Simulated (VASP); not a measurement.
# Mo (P6/mmm) in VASP: notebook, part 2 of 2

VASP 6.6.1.

## Step 4: Single point, PBEsol (14.38 Å³/atom)

This run uses another cell than the first one, of 14.38 Å³/atom.

Contents of INCAR:

```
PREC = Accurate
ENCUT = 520
EDIFF = 1E-6
ISMEAR = -1
SIGMA = 0.1
LREAL = False
LASPH = True
NELM = 80
ALGO = Normal
ISIF = 2
LWAVE = False
LCHARG = False
GGA = PS
NBANDS = 28
```

Contents of KPOINTS:

```
Automatic mesh
0
Gamma
  9 9 14
```

Contents of POSCAR:

```
Mo
1.0
    4.4937886020      0.0000000000      0.0000000000
   -2.2468943010      3.8917350885      0.0000000000
    0.0000000000      0.0000000000      2.4663401230
Mo
3
Direct
    0.0000000000      0.0000000000      0.0000000000
    0.3333333333      0.6666666667      0.5000000000
    0.6666666667      0.3333333333      0.5000000000
```

Potentials or basis: VASP PAW PBE potentials, release 64 (Mo_sv).

Started as:

```sh
$ cat potpaw_PBE.64/Mo_sv/POTCAR > POTCAR
$ mpirun -np 1 vasp_std > vasp.out
```

OUTCAR:

```text
PREC = Accurate
   ENCUT = 520
   EDIFF = 1E-6
   ISMEAR = -1
   LREAL = False
   LASPH = True
   NELM = 80
   ISIF = 2
   GGA = PS

 ion  position               nearest neighbor table
   1  0.000  0.000  0.000-   2 2.87   3 2.87   2 2.87   3 2.87   2 2.87   2 2.87   3 2.87   3 2.87
                             3 2.87   3 2.87   2 2.87   2 2.87
   2  0.333  0.667  0.500-   3 2.59   3 2.59   3 2.59   1 2.87   1 2.87   1 2.87   1 2.87   1 2.87
                             1 2.87
   3  0.667  0.333  0.500-   2 2.59   2 2.59   2 2.59   1 2.87   1 2.87   1 2.87   1 2.87   1 2.87
                             1 2.87

  LATTYP: Found a hexagonal cell.
 ALAT       =     4.4937886020
 C/A-ratio  =     0.5488331431

  Lattice vectors:

 A1 = (   4.4937886020,   0.0000000000,   0.0000000000)
 A2 = (  -2.2468943010,   3.8917350885,   0.0000000000)
 A3 = (   0.0000000000,   0.0000000000,   2.4663401230)

Analysis of symmetry for initial positions (statically):
=====================================================================
 Subroutine PRICEL returns:
 Original cell was already a primitive cell.

 Routine SETGRP: Setting up the symmetry group for a
 hexagonal supercell.

[... 167 lines left out ...]

 E-fermi :  13.6550     XC(G=0): -13.9755

 val. band max:       13.6548386985   @ k =   0.2222   0.0000   0.0714
 cond. band min:      13.6712042690   @ k =   0.3333   0.1111   0.0714
 fundamental gap:      0.0163655705
 Fermi energy:        13.6550326582

 k-point     1 :       0.0000    0.0000    0.0000
  band No.  band energies     occupation
      1     -47.3367      2.00000
      2     -47.0595      2.00000
      3     -46.8671      2.00000
      4     -21.6870      2.00000
      5     -21.6870      2.00000
      6     -21.5656      2.00000
[... 733 lines left out ...]
     27      17.0971      0.00000
     28      17.7536      0.00000

 [... further k-points ...]

------------------------ aborting loop because EDIFF is reached ----------------------------------------

  FORCE on cell =-STRESS in cart. coord.  units (eV):
  Direction    XX          YY          ZZ          XY          YZ          ZX
  --------------------------------------------------------------------------------------
  -------------------------------------------------------------------------------------
  Total        6.8565891      6.8565891      7.5389586      0.0000000      0.0000000     -0.0000000
  in kB      254.6887897    254.6887897    280.0354839      0.0000000      0.0000000     -0.0000000
  external PRESSURE =     263.1376878 kB  Pullay stress =       0.0000000 kB

 VOLUME and BASIS-vectors are now :
 -----------------------------------------------------------------------------
  energy-cutoff  :      520.00
  volume of cell :       43.13
      direct lattice vectors                 reciprocal lattice vectors
     4.493788602  0.000000000  0.000000000     0.222529382  0.128477399  0.000000000
    -2.246894301  3.891735088  0.000000000     0.000000000  0.256954797  0.000000000
     0.000000000  0.000000000  2.466340123     0.000000000  0.000000000  0.405459081

 POSITION                                       TOTAL-FORCE (eV/Angst)
 -----------------------------------------------------------------------------------
      0.00000      0.00000      0.00000        -0.000000      0.000000     -0.000000
     -0.00000      2.59449      1.23317        -0.000000      0.000000      0.000000
      2.24689      1.29725      1.23317         0.000000      0.000000     -0.000000
 -----------------------------------------------------------------------------------
    total drift:                                0.000000     -0.000000     -0.000000

  FREE ENERGIE OF THE ION-ELECTRON SYSTEM (eV)
  ---------------------------------------------------
  free  energy   TOTEN  =       -33.8659113551 eV

  energy  without entropy=      -33.7525118448  energy(sigma->0) =      -33.80921160
```

stdout:

```text
POSCAR found type information on POSCAR Mo
 POSCAR found :  1 types and       3 ions
 scaLAPACK will be used
 -----------------------------------------------------------------------------
|                                                                             |
|                                                                             |
|     You enforced a specific xc type in the INCAR file but a different       |
|     I HOPE YOU KNOW WHAT YOU ARE DOING!                                     |
|                                                                             |
 -----------------------------------------------------------------------------

 LDA part: xc-table for (Slater+PW92), standard interpolation
 POSCAR, INCAR and KPOINTS ok, starting setup
 FFT: planning ... GRIDC
 FFT: planning ... GRID_SOFT
 FFT: planning ... GRID
 WAVECAR not read
 entering main loop
```

It took 1.8 min on 1 thread of Intel Xeon 8259CL, shared host; peak memory 0.22 GiB.

Results:

- Free energy: -33.8659 eV
- Pressure: 26.3 GPa
- Band gap on the k mesh: zero (bands 21 and 22 overlap by 1.63 eV)

Levels at points of the mesh, in eV from the Fermi level:
```
           k point  band 18  band 19  band 20  band 21  band 22  band 23  band 24  band 25
(0.00, 0.00, 0.00)    -2.38    -2.32    -2.32    -0.69    -0.69     1.94     1.94     2.02
(0.00, 0.00, 0.50)    -1.46    -1.44    -1.44     0.13     0.13     2.76     2.76     3.58
```

Caveat: the cell stands under pressure; the PAW data sets were made with another functional, which shifts forces and pressure a little.

## Step 5: Single point, PBEsol (15.00 Å³/atom)

This run uses another cell than the first one, of 15.00 Å³/atom.

Contents of INCAR:

```
ALGO     = Normal         # electronic algorithm
EDIFF    = 1E-6           # SCF threshold, eV
ENCUT    = 520            # plane-wave cutoff, eV
GGA      = PS             # functional
ISIF     = 2              # what is computed and relaxed
ISMEAR   = -1             # smearing method
LASPH    = T              # aspherical terms in the spheres
LCHARG   = T              # write CHGCAR
LELF     = T              # ELF
LREAL    = F              # projectors in reciprocal space
LVHAR    = T            
LWAVE    = F              # write WAVECAR
NBANDS   = 28             # bands
NELM     = 100            # most SCF steps
PREC     = Accurate       # precision mode
SIGMA    = 0.1            # smearing width, eV
```

Contents of KPOINTS:

```
k-points
0
Gamma
  9 9 14
```

Contents of POSCAR:

```
Mo
1.0
    4.5579942565      0.0000000000      0.0000000000
   -2.2789971283      3.9473388164      0.0000000000
    0.0000000000      0.0000000000      2.5015783142
Mo
3
Direct
    0.0000000000      0.0000000000      0.0000000000
    0.3333333333      0.6666666667      0.5000000000
    0.6666666667      0.3333333333      0.5000000000
```

Started as:

```sh
$ cat potpaw_PBE.64/Mo_sv/POTCAR > POTCAR
$ mpirun -np 1 vasp_std > vasp.out
```

Wall time 1.7 min (1 thread of Intel Xeon 8259CL, shared host); peak memory 0.23 GiB.

The run converged. Its results:

```yaml
Free_energy: -34.0891 eV
Pressure: 12.1 GPa
Band_gap_on_the_k_mesh: zero (bands 21 and 22 overlap by 1.54 eV)
```

Stress tensor (GPa, compression positive):
```
11.95  0.00  0.00
 0.00 11.95  0.00
 0.00  0.00 12.53
```

Levels at points of the mesh, in eV from the Fermi level:
```tsv
k point	band 18	band 19	band 20	band 21	band 22	band 23	band 24	band 25
(0.00, 0.00, 0.00)	-2.30	-2.24	-2.24	-0.62	-0.62	1.86	1.86	1.94
(0.00, 0.00, 0.50)	-1.47	-1.34	-1.34	0.12	0.12	2.62	2.62	3.39
```

Caveat: the cell stands under pressure; the PAW data sets were made with another functional, which shifts forces and pressure a little.

## Step 6: The runs side by side

```csv
cell,k mesh,gap on the mesh (eV),pressure (GPa)
"a = 4.620, b = 4.620, c = 2.536 Å, angles 90.0, 90.0, 120.0°, 3 atoms",8 × 8 × 11,none,0.6
"a = 4.428, b = 4.428, c = 2.430 Å, angles 90.0, 90.0, 120.0°, 3 atoms",9 × 9 × 14,none,43.8
"a = 4.494, b = 4.494, c = 2.466 Å, angles 90.0, 90.0, 120.0°, 3 atoms",9 × 9 × 14,none,26.3
"a = 4.558, b = 4.558, c = 2.502 Å, angles 90.0, 90.0, 120.0°, 3 atoms",9 × 9 × 14,none,12.1
```

Alike in all rows: task single point; level PBEsol; potentials or basis VASP PAW PBE potentials, release 64 (Mo_sv); no spin polarisation; cutoff (eV) 520; smearing fermi-dirac 0.1 eV.

Caveats: the PAW data sets were made with another functional, which shifts forces and pressure a little; the cell stands under pressure (at least some runs).

Total energies depend on the potentials used, so only differences within one code and one set of settings carry meaning.
